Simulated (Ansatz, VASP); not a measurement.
Cu in VASP and in Ansatz

File INCAR:

```
PREC     = Accurate       # precision mode
ENCUT    = 520            # plane-wave cutoff, eV
EDIFF    = 1E-8           # SCF threshold, eV
ISMEAR   = -1             # smearing method
SIGMA    = 0.03           # smearing width, eV
LREAL    = False          # projectors in reciprocal space
LASPH    = True           # aspherical terms in the spheres
NELM     = 60             # most SCF steps
ALGO     = Normal         # electronic algorithm
ISIF     = 2              # what is computed and relaxed
LWAVE    = False          # write WAVECAR
LCHARG   = False          # write CHGCAR
GGA      = PS             # functional
LEFG     = True         
NBANDS   = 12             # bands
```

File KPOINTS:

```
Automatic mesh
0
Gamma
  17 17 17
```

POSCAR

```
Cu
1.0
   -0.0180750000      1.7984625000      1.7984625000
    1.7984625000     -0.0180750000      1.7984625000
    1.7984625000      1.7984625000     -0.0180750000
Cu
1
Direct
    0.0000000000      0.0000000000      0.0000000000
```

Input for Ansatz:

```yaml
crystal:
  lattice:
    - [-0.018075, 1.7984625, 1.7984625]
    - [1.7984625, -0.018075, 1.7984625]
    - [1.7984625, 1.7984625, -0.018075]
  atoms:
    - { symbol: Cu, position: [0.0, 0.0, 0.0] }
kpoints:
  mp_grid: { grid: [17, 17, 17] }
scf:
  occupations: { method: fermi_dirac, width: 0.03 }
hamiltonian:
  xc: pbesol
  pseudopotentials: { kind: all_electron, datasets: crystal }
output:
  forces: true
  stress: true
  eigenvalues: true
  efg: { contact_densities: true }
```

Change from the starting cell: equal xy, yz and zx shear strains of -1 %, crystal datasets.

Alike in both runs: task electric field gradients; functional PBEsol; k mesh 17 × 17 × 17; occupations fermi-dirac, width 0.03 eV; no spin polarisation.

```csv
,VASP,Ansatz
version,VASP 6.6.1,Ansatz 0.2.0
potentials or method,"VASP PAW PBE potentials, release 64 (Cu), cutoff 520 eV","all-electron PAW with datasets made for the crystal, scalar-relativistic"
```

```csv
,VASP,Ansatz,Ansatz less VASP
pressure (GPa),-5.9,-6.6,-0.69
"traceless stress, the component that is largest in VASP (GPa)",0.71,0.75,+0.041
size of Vzz on the site where it differs most (V/Å²),0.8,0.7,-0.11
```

VASP's potentials were made for PBE, not for PBEsol. Ansatz ran all-electron here, and VASP with PAW potentials.
